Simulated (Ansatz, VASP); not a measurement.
# Two plane-wave programs on Na

```
Na
1.0
     3.76404    0.00000    0.00000
    -1.88202    3.25976    0.00000
     0.00000    0.00000   12.29336
Na
4
Cartesian
  0.0000 0.0000 0.0000
  0.0000 0.0000 6.1467
  0.0000 2.1732 3.0733
  1.8820 1.0866 9.2200
```

Alike in both runs: functional r2SCAN; k mesh 10 × 10 × 3; occupations fermi-dirac, width 0.1 eV; no spin polarisation.

Ansatz relaxed the structure, and its values are those at the end. VASP's run is a single point on that final structure, the one shown.

```csv
,VASP,Ansatz
version,VASP 6.6.1,Ansatz 0.2.0
potentials or method,"VASP PAW PBE potentials, release 64 (Na_pv), cutoff 520 eV","plane waves (500 eV) with PAW, scalar-relativistic"
valence electrons in the cell,28,36
```

VASP gave:

* pressure (GPa): 0.1

Q: Estimate Ansatz's values.

A: Pressure (GPa): 0.0.

VASP's potentials were made for PBE, not for r2SCAN. VASP's potentials hold 28 valence electrons a cell and Ansatz's 36, so a difference there can come from the potentials and not from the codes.
